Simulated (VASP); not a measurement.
# N in VASP: notebook, part 2 of 2

VASP 6.6.1. Earlier steps stand in the parts before.

## Step 3: Single point, PBE

File INCAR:

```
SYSTEM = N
  ALGO = Normal
  EDIFF = 1E-6
  ENCUT = 520
  GGA = PE
  ISIF = 2
  ISMEAR = 0
  LASPH = .True.
  LCHARG = .False.
  LREAL = .False.
  LWAVE = .False.
  NBANDS = 18
  NELM = 100
  PREC = Accurate
  SIGMA = 0.01
```

File KPOINTS:

```
k-points
0
Gamma
  4 4 2
  0 0 0
```

File POSCAR:

```
N
1.0
    4.1672000000      0.0000000000      0.0000000000
   -2.0836000000      3.6089000000      0.0000000000
    0.0000000000      0.0000000000      7.0060000000
N
4
Direct
    0.3333333333      0.6666666667      0.3439000000
    0.3333333333      0.6666666667      0.1711000000
    0.6666666667      0.3333333333      0.8289000000
    0.6666666667      0.3333333333      0.6711000000
```

Potentials or basis: VASP PAW PBE potentials, release 64 (N).

Started as:

```console
cat potpaw_PBE.64/N/POTCAR > POTCAR
mpirun -np 1 vasp_std > vasp.out
```

OUTCAR:

```text
SYSTEM = N
   EDIFF = 1E-6
   ENCUT = 520
   GGA = PE
   ISIF = 2
   ISMEAR = 0
   LASPH = .True.
   LREAL = .False.
   NELM = 100
   PREC = Accurate

 ion  position               nearest neighbor table
   1  0.333  0.667  0.344-   2 1.21
   2  0.333  0.667  0.171-   1 1.21
   3  0.667  0.333  0.829-   4 1.11
   4  0.667  0.333  0.671-   3 1.11

  LATTYP: Found a hexagonal cell.
 ALAT       =     4.1672000000
 C/A-ratio  =     1.6812248032

  Lattice vectors:

 A1 = (   4.1672000000,   0.0000000000,   0.0000000000)
 A2 = (  -2.0836000000,   3.6089000000,   0.0000000000)
 A3 = (   0.0000000000,   0.0000000000,   7.0060000000)

Analysis of symmetry for initial positions (statically):
=====================================================================
 Subroutine PRICEL returns:
 Original cell was already a primitive cell.

[... 153 lines left out ...]
  free energy    TOTEN  =       -32.75756814 eV

  energy without entropy =      -32.75756814  energy(sigma->0) =      -32.75756814

 E-fermi :  -6.5972     XC(G=0):  -5.9309

 val. band max:       -6.6464573833   @ k =   0.0000   0.0000   0.0000
 cond. band min:      -0.3816698714   @ k =   0.5000   0.0000   0.0000
 fundamental gap:      6.2647875119
 Fermi energy:        -6.5972252237

 k-point     1 :       0.0000    0.0000    0.0000
  band No.  band energies     occupation
      1     -25.3098      2.00000
      2     -23.6444      2.00000
      3     -11.3743      2.00000
      4     -10.3700      2.00000
      5      -8.4746      2.00000
      6      -8.4746      2.00000
[... 145 lines left out ...]
      5      -8.6822      2.00000
      6      -8.5825      2.00000
[... 10 lines left out ...]
     17       6.4288      0.00000
     18       6.6670      0.00000

------------------------ aborting loop because EDIFF is reached ----------------------------------------

  FORCE on cell =-STRESS in cart. coord.  units (eV):
  Direction    XX          YY          ZZ          XY          YZ          ZX
  --------------------------------------------------------------------------------------
  -------------------------------------------------------------------------------------
  Total        0.0876096      0.0876095    -10.8135917     -0.0000000      0.0000000      0.0000000
  in kB        1.3322102      1.3322094   -164.4338497     -0.0000000      0.0000000      0.0000000
  external PRESSURE =     -53.9231433 kB  Pullay stress =       0.0000000 kB

 VOLUME and BASIS-vectors are now :
 -----------------------------------------------------------------------------
  energy-cutoff  :      520.00
  volume of cell :      105.36
      direct lattice vectors                 reciprocal lattice vectors
     4.167200000  0.000000000  0.000000000     0.239969284  0.138546371  0.000000000
    -2.083600000  3.608900000  0.000000000     0.000000000  0.277092743  0.000000000
     0.000000000  0.000000000  7.006000000     0.000000000  0.000000000  0.142734799

 POSITION                                       TOTAL-FORCE (eV/Angst)
 -----------------------------------------------------------------------------------
     -0.00000      2.40593      2.40936        -0.000000     -0.000000    -10.150839
     -0.00000      2.40593      1.19873        -0.000000      0.000000     10.136446
      2.08360      1.20297      5.80727        -0.000000      0.000000      1.189433
      2.08360      1.20297      4.70173         0.000000      0.000000     -1.175040
 -----------------------------------------------------------------------------------
    total drift:                                0.000000      0.000000     -0.000639

  FREE ENERGIE OF THE ION-ELECTRON SYSTEM (eV)
  ---------------------------------------------------
  free  energy   TOTEN  =       -32.7575681364 eV

  energy  without entropy=      -32.7575681364  energy(sigma->0) =      -32.75756814
```

stdout:

```text
POSCAR found type information on POSCAR N
 POSCAR found :  1 types and       4 ions
 scaLAPACK will be used
 LDA part: xc-table for (Slater+PW92), standard interpolation
 POSCAR, INCAR and KPOINTS ok, starting setup
 FFT: planning ... GRIDC
 FFT: planning ... GRID_SOFT
 FFT: planning ... GRID
 WAVECAR not read
 entering main loop
```

It took 6.9 s on 1 thread of Intel Xeon 6975P-C (Granite Rapids), shared host; peak memory 0.21 GiB.

What came out:

* Free energy: -32.7576 eV
* Pressure: -5.4 GPa
* Largest force: 10.151 eV/Å
* Band gap on the k mesh: 6.26 eV, indirect (least direct gap 6.48 eV)

Forces on the atoms (eV/Å):
```
N     0.000   0.000 -10.151
N     0.000   0.000  10.136
N     0.000   0.000   1.189
N     0.000   0.000  -1.175
```

Stress tensor (GPa, compression positive):
```
  0.13   0.00   0.00
  0.00   0.13   0.00
  0.00   0.00 -16.44
```

Levels at points of the mesh, in eV from the valence-band top:
```
           k point  band 8  band 9  band 10  band 11  band 12  band 13
(0.00, 0.00, 0.00)   -0.96   -0.96     0.00     6.72     6.72     7.93
(0.50, 0.00, 0.00)   -1.02   -0.56    -0.22     6.26     6.56     7.46
(0.00, 0.00, 0.50)   -0.96   -0.61    -0.44     6.76     6.76     7.87
(0.50, 0.00, 0.50)   -1.03   -0.53    -0.41     6.38     6.68     7.39
```

Caveat: the k points lie up to 0.45 Å⁻¹ apart; the standard files for N, O and F lose accuracy on very short bonds; forces of over 1 eV/Å act on the atoms, so gaps and moduli don't describe the material at rest.
